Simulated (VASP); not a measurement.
# Mn (Im-3m) in VASP: notebook

Mn is run at these levels: PBE; tasks: single point.

All numbers are computed with VASP 6.6.1; they aren't measurements. Logs are shortened: lines on timing, memory, paths and dates and some standing lists are left out, and cuts for length are marked.

## (1) The cell of the first run

Symmetry: Im-3m, No. 229, cubic system. Conventional cell: a = 2.794 Å, b = 2.794 Å, c = 2.794 Å, α = 90.00°, β = 90.00°, γ = 90.00°. Within 3.2 Å of Mn (site symmetry m-3m) lie 14 Mn at 2.42 to 2.79 Å.

This isn't the form of Mn at room conditions, which is a 58-atom cubic cell.

## (2) Single point, PBE, non-collinear spin, typed start

The input, INCAR:

```
PREC = Accurate
ENCUT = 520
EDIFF = 1E-7
ISMEAR = 0
SIGMA = 0.1
LREAL = F
LASPH = T
NELM = 150
ALGO = Normal
ISIF = 2
LWAVE = F
LCHARG = T
LNONCOLLINEAR = T
MAGMOM = 0 0 2.8 0 0 -2.8 0 0 2.8 0 0 -2.8
LORBIT = 11
LMAXMIX = 4
GGA = PE
LVHAR = T
NBANDS = 66
```

The input, KPOINTS:

```
Automatic mesh
0
Gamma
  2 4 4
```

The input, POSCAR:

```
Mn
1.0
    5.5888000000      0.0000000000      0.0000000000
    0.0000000000      2.7944000000      0.0000000000
    0.0000000000      0.0000000000      2.7944000000
Mn
4
Direct
    0.0000000000      0.0000000000      0.0000000000
    0.2500000000      0.5000000000      0.5000000000
    0.5000000000      0.0000000000      0.0000000000
    0.7500000000      0.5000000000      0.5000000000
```

Potentials or basis: VASP PAW PBE potentials, release 64 (Mn_pv).

The run is started by

```
cat potpaw_PBE.64/Mn_pv/POTCAR > POTCAR
mpirun -np 1 vasp_ncl > vasp.out
```

OUTCAR:

```text
PREC = Accurate
   ENCUT = 520
   EDIFF = 1E-7
   ISMEAR = 0
   LREAL = F
   LASPH = T
   NELM = 150
   ISIF = 2
   LNONCOLLINEAR = T
   LORBIT = 11
   GGA = PE

 ion  position               nearest neighbor table
   1  0.000  0.000  0.000-   2 2.42   4 2.42   2 2.42   4 2.42   2 2.42   4 2.42   2 2.42   4 2.42
                             3 2.79   3 2.79
   2  0.250  0.500  0.500-   1 2.42   3 2.42   1 2.42   3 2.42   1 2.42   3 2.42   1 2.42   3 2.42
                             4 2.79   4 2.79
   3  0.500  0.000  0.000-   2 2.42   4 2.42   2 2.42   4 2.42   2 2.42   4 2.42   2 2.42   4 2.42
                             1 2.79   1 2.79
   4  0.750  0.500  0.500-   1 2.42   3 2.42   1 2.42   3 2.42   1 2.42   3 2.42   1 2.42   3 2.42
                             2 2.79   2 2.79

  LATTYP: Found a simple tetragonal cell.
 ALAT       =     2.7944000000
 C/A-ratio  =     2.0000000000

  Lattice vectors:

 A1 = (   0.0000000000,   2.7944000000,   0.0000000000)
 A2 = (   0.0000000000,   0.0000000000,   2.7944000000)
 A3 = (   5.5888000000,   0.0000000000,   0.0000000000)

Analysis of symmetry for initial positions (statically):
=====================================================================
 Subroutine PRICEL returns following result:

  LATTYP: Found a body centered cubic cell.
 ALAT       =     2.7944000000

  Lattice vectors:

 A1 = (   1.3972000000,   1.3972000000,  -1.3972000000)
 A2 = (  -1.3972000000,   1.3972000000,   1.3972000000)
 A3 = (   1.3972000000,  -1.3972000000,   1.3972000000)
[... 6 lines left out ...]
 Subroutine GETGRP returns: Found 16 space group operations
 (whereof 16 operations were pure point group operations)
 out of a pool of 16 trial point group operations.

The static configuration has the point symmetry D_4h.

Analysis of symmetry for dynamics (positions and initial velocities):
=====================================================================
 Subroutine PRICEL returns following result:

  LATTYP: Found a body centered cubic cell.
 ALAT       =     2.7944000000

  Lattice vectors:

 A1 = (   1.3972000000,   1.3972000000,  -1.3972000000)
[... 165 lines left out ...]
 NGX is ok and might be reduce to    42
   NGX = 21   NGY = 11   NGZ = 11

 number of electron      52.0000025 magnetization      -0.0000000     -0.0000000     -0.0000000

 number of electron      52.0000024 magnetization       0.0000000      0.0000000      0.0000000

 number of electron      52.0000024 magnetization       0.0000000      0.0000000     -0.0000000

 number of electron      52.0000024 magnetization      -0.0000000      0.0000000     -0.0000000

 Free energy of the ion-electron system (eV)
  ---------------------------------------------------
  ext. energy  EPLUGINS =         0.00000000
  ---------------------------------------------------
  free energy    TOTEN  =       -35.26529284 eV

  energy without entropy =      -35.21167905  energy(sigma->0) =      -35.23848594

 E-fermi :  10.7499     XC(G=0): -13.9186

 val. band max:       10.6979357450   @ k =   0.5000   0.0000   0.2500
 cond. band min:      10.7532161956   @ k =   0.5000   0.2500   0.0000
 fundamental gap:      0.0552804506
 Fermi energy:        10.7499022744

 k-point     1 :       0.0000    0.0000    0.0000
  band No.  band energies     occupation
      1     -37.7748      1.00000
      2     -37.7748      1.00000
      3     -37.7748      1.00000
      4     -37.7748      1.00000
      5     -37.7747      1.00000
      6     -37.7747      1.00000
[... 1195 lines left out ...]
     63      11.3826      0.00000
     64      11.3826      0.00000
 [bands above 64 left out]

------------------------ aborting loop because EDIFF is reached ----------------------------------------

  FORCE on cell =-STRESS in cart. coord.  units (eV):
  Direction    XX          YY          ZZ          XY          YZ          ZX
  --------------------------------------------------------------------------------------
  -------------------------------------------------------------------------------------
  Total       -0.9687305     -0.9677490     -0.9682665     -0.0000000      0.0000000      0.0000000
  in kB      -35.5645922    -35.5285581    -35.5475596     -0.0000000      0.0000000      0.0000000
  external PRESSURE =     -35.5469033 kB  Pullay stress =       0.0000000 kB

 VOLUME and BASIS-vectors are now :
 -----------------------------------------------------------------------------
  energy-cutoff  :      520.00
  volume of cell :       43.64
      direct lattice vectors                 reciprocal lattice vectors
     5.588800000  0.000000000  0.000000000     0.178929287  0.000000000  0.000000000
     0.000000000  2.794400000  0.000000000     0.000000000  0.357858574  0.000000000
     0.000000000  0.000000000  2.794400000     0.000000000  0.000000000  0.357858574

 POSITION                                       TOTAL-FORCE (eV/Angst)
 -----------------------------------------------------------------------------------
      0.00000      0.00000      0.00000         0.000000      0.000000      0.000000
      1.39720      1.39720      1.39720        -0.000000      0.000000     -0.000000
      2.79440      0.00000      0.00000         0.000000      0.000000      0.000000
      4.19160      1.39720      1.39720         0.000000     -0.000000     -0.000000
 -----------------------------------------------------------------------------------
    total drift:                                0.000000      0.000000      0.000000

  FREE ENERGIE OF THE ION-ELECTRON SYSTEM (eV)
  ---------------------------------------------------
  free  energy   TOTEN  =       -35.2652928397 eV

  energy  without entropy=      -35.2116790485  energy(sigma->0) =      -35.23848594

 total charge

# of ion       s       p       d       tot
------------------------------------------
    1        0.412   6.378   5.164  11.954
    2        0.412   6.378   5.164  11.954
    3        0.412   6.378   5.164  11.954
    4        0.412   6.378   5.164  11.954
--------------------------------------------------
tot          1.649  25.513  20.656  47.818

 magnetization (x)

# of ion       s       p       d       tot
------------------------------------------
    1       -0.000  -0.000   0.000  -0.000
    2       -0.000  -0.000  -0.000  -0.000
    3        0.000  -0.000   0.000  -0.000
    4       -0.000  -0.000  -0.000  -0.000
--------------------------------------------------
tot         -0.000  -0.000  -0.000  -0.000

 magnetization (y)

# of ion       s       p       d       tot
------------------------------------------
    1       -0.000  -0.000   0.000   0.000
    2        0.000   0.000   0.000   0.000
    3       -0.000  -0.000  -0.000  -0.000
    4        0.000  -0.000  -0.000  -0.000
--------------------------------------------------
tot         -0.000  -0.000   0.000  -0.000

 magnetization (z)

# of ion       s       p       d       tot
------------------------------------------
    1        0.000   0.000   0.011   0.011
    2       -0.000  -0.000  -0.011  -0.011
    3        0.000   0.000   0.011   0.011
    4       -0.000  -0.000  -0.011  -0.011
--------------------------------------------------
tot          0.000   0.000   0.000   0.000
```

stdout:

```text
POSCAR found type information on POSCAR Mn
 POSCAR found :  1 types and       4 ions
 scaLAPACK will be used
 LDA part: xc-table for (Slater+PW92), standard interpolation
 POSCAR, INCAR and KPOINTS ok, starting setup
 FFT: planning ... GRIDC
 FFT: planning ... GRID_SOFT
 FFT: planning ... GRID
 WAVECAR not read
 entering main loop
```

It took 8.7 min on 1 thread of Intel Xeon Platinum 8259CL at 2.50GHz (Skylake/Cascade Lake), shared host; peak memory 0.31 GiB.

Results:

| Property | Result |
| --- | --- |
| Free energy | -35.2653 eV |
| Pressure | -3.6 GPa |
| Band gap on the k mesh | zero (bands 52 and 53 overlap by 0.71 eV) |
| Net moment | 0.00 μB per cell |
| Valence electrons inside the program's atomic spheres | Mn 11.95 |

Moments on the atoms (μB; x, y, z):
```
Mn   0.00  0.00  0.01
Mn   0.00  0.00 -0.01
Mn   0.00  0.00  0.01
Mn   0.00  0.00 -0.01
```

Caveat: the k points lie up to 0.56 Å⁻¹ apart, too coarse for converged energies and pressures of a metal.

## (3) Single point, PBE, non-collinear spin, typed start

The input, INCAR:

```
  ALGO = Normal
  EDIFF = 1E-6
  ENCUT = 520
  GGA = PE
  ISIF = 2
  ISMEAR = 0
  LASPH = T
  LCHARG = F
  LMAXMIX = 4
  LNONCOLLINEAR = T
  LORBIT = 11
  LREAL = F
  LWAVE = F
  MAGMOM = 0 0 2.8 0 0 2.8 0 0 2.8 0 0 2.8
  NBANDS = 66
  NELM = 150
  PREC = Accurate
  SIGMA = 0.1
```

The input, KPOINTS:

```
k-points
0
Gamma
  2 4 4
```

POSCAR is that of step 2.

Potentials or basis: VASP PAW PBE potentials, release 64 (Mn_pv).

The run is started by

```
cat potpaw_PBE.64/Mn_pv/POTCAR > POTCAR
mpirun -np 1 vasp_ncl > vasp.out
```

OUTCAR:

```text
EDIFF = 1E-6
   ENCUT = 520
   GGA = PE
   ISIF = 2
   ISMEAR = 0
   LASPH = T
   LNONCOLLINEAR = T
   LORBIT = 11
   LREAL = F
   NELM = 150
   PREC = Accurate

 ion  position               nearest neighbor table
   1  0.000  0.000  0.000-   2 2.42   4 2.42   2 2.42   4 2.42   2 2.42   4 2.42   2 2.42   4 2.42
                             3 2.79   3 2.79
   2  0.250  0.500  0.500-   1 2.42   3 2.42   1 2.42   3 2.42   1 2.42   3 2.42   1 2.42   3 2.42
                             4 2.79   4 2.79
   3  0.500  0.000  0.000-   2 2.42   4 2.42   2 2.42   4 2.42   2 2.42   4 2.42   2 2.42   4 2.42
                             1 2.79   1 2.79
   4  0.750  0.500  0.500-   1 2.42   3 2.42   1 2.42   3 2.42   1 2.42   3 2.42   1 2.42   3 2.42
                             2 2.79   2 2.79

  LATTYP: Found a simple tetragonal cell.
 ALAT       =     2.7944000000
 C/A-ratio  =     2.0000000000

  Lattice vectors:

[... 1443 lines left out ...]
  energy-cutoff  :      520.00
  volume of cell :       43.64
      direct lattice vectors                 reciprocal lattice vectors
     5.588800000  0.000000000  0.000000000     0.178929287  0.000000000  0.000000000
     0.000000000  2.794400000  0.000000000     0.000000000  0.357858574  0.000000000
     0.000000000  0.000000000  2.794400000     0.000000000  0.000000000  0.357858574

 POSITION                                       TOTAL-FORCE (eV/Angst)
 -----------------------------------------------------------------------------------
      0.00000      0.00000      0.00000        -0.000000      0.000000      0.000000
      1.39720      1.39720      1.39720         0.000000     -0.000000      0.000000
      2.79440      0.00000      0.00000         0.000000     -0.000000      0.000000
      4.19160      1.39720      1.39720         0.000000      0.000000     -0.000000
 -----------------------------------------------------------------------------------
    total drift:                                0.000000      0.000000      0.000000

  FREE ENERGIE OF THE ION-ELECTRON SYSTEM (eV)
  ---------------------------------------------------
  free  energy   TOTEN  =       -35.4924249144 eV

  energy  without entropy=      -35.4630348986  energy(sigma->0) =      -35.47772991

 total charge

# of ion       s       p       d       tot
------------------------------------------
    1        0.411   6.377   5.173  11.961
    2        0.411   6.377   5.173  11.961
    3        0.411   6.377   5.173  11.961
    4        0.411   6.377   5.173  11.961
--------------------------------------------------
tot          1.643  25.508  20.691  47.842

 magnetization (x)

# of ion       s       p       d       tot
------------------------------------------
    1        0.000   0.000  -0.000  -0.000
    2        0.000  -0.000   0.000   0.000
    3       -0.000  -0.000   0.000   0.000
    4        0.000   0.000   0.000   0.000
--------------------------------------------------
tot          0.000   0.000   0.000   0.000

 magnetization (y)

# of ion       s       p       d       tot
------------------------------------------
    1        0.000  -0.000   0.000   0.000
    2        0.000  -0.000   0.000   0.000
    3       -0.000  -0.000   0.000   0.000
    4       -0.000  -0.000  -0.000  -0.000
--------------------------------------------------
tot         -0.000  -0.000   0.000   0.000

 magnetization (z)

# of ion       s       p       d       tot
------------------------------------------
    1       -0.005  -0.016   1.021   0.999
    2       -0.005  -0.016   1.021   0.999
    3       -0.005  -0.016   1.021   0.999
    4       -0.005  -0.016   1.021   0.999
--------------------------------------------------
tot         -0.022  -0.065   4.082   3.996
```

stdout:

```text
POSCAR found type information on POSCAR Mn
 POSCAR found :  1 types and       4 ions
 scaLAPACK will be used
 LDA part: xc-table for (Slater+PW92), standard interpolation
 POSCAR, INCAR and KPOINTS ok, starting setup
 FFT: planning ... GRIDC
 FFT: planning ... GRID_SOFT
 FFT: planning ... GRID
 WAVECAR not read
 entering main loop
```

Run time: 4.9 min. Hardware: 1 thread of Intel Xeon Platinum 8259CL at 2.50GHz (Skylake/Cascade Lake), shared host; peak memory 0.3 GiB.

Results:

```
Free energy                                           : -35.4924 eV
Pressure                                              : 1.1 GPa
Band gap on the k mesh                                : zero (bands 52 and 53 overlap by 0.55 eV)
Net moment                                            : 4.00 μB per cell
Valence electrons inside the program's atomic spheres : Mn 11.96
```

Levels at points of the mesh, in eV from the Fermi level:
```
           k point  band 50  band 51  band 52  band 53  band 54  band 55
(0.00, 0.00, 0.00)    -0.54    -0.54    -0.54    -0.33    -0.33    -0.12
(0.50, 0.00, 0.00)    -0.57     0.11     0.11     0.11     0.11     0.17
(0.00, 0.50, 0.00)    -0.33    -0.07    -0.07     0.16     0.16     0.52
(0.00, 0.00, 0.50)    -0.33    -0.07    -0.07     0.16     0.16     0.52
(0.50, 0.50, 0.00)    -0.50    -0.50    -0.50     0.51     0.51     0.51
(0.50, 0.00, 0.50)    -0.50    -0.50    -0.50     0.51     0.51     0.51
(0.00, 0.50, 0.50)     0.21     0.21     0.21     0.58     0.58     0.71
(0.50, 0.50, 0.50)     0.07     0.07     0.07     0.19     0.19     0.19
```

Moments on the atoms (μB; x, y, z):
```
Mn  0.00 0.00 1.00
Mn  0.00 0.00 1.00
Mn  0.00 0.00 1.00
Mn  0.00 0.00 1.00
```

Caveat: the k points lie up to 0.56 Å⁻¹ apart, too coarse for converged energies and pressures of a metal.
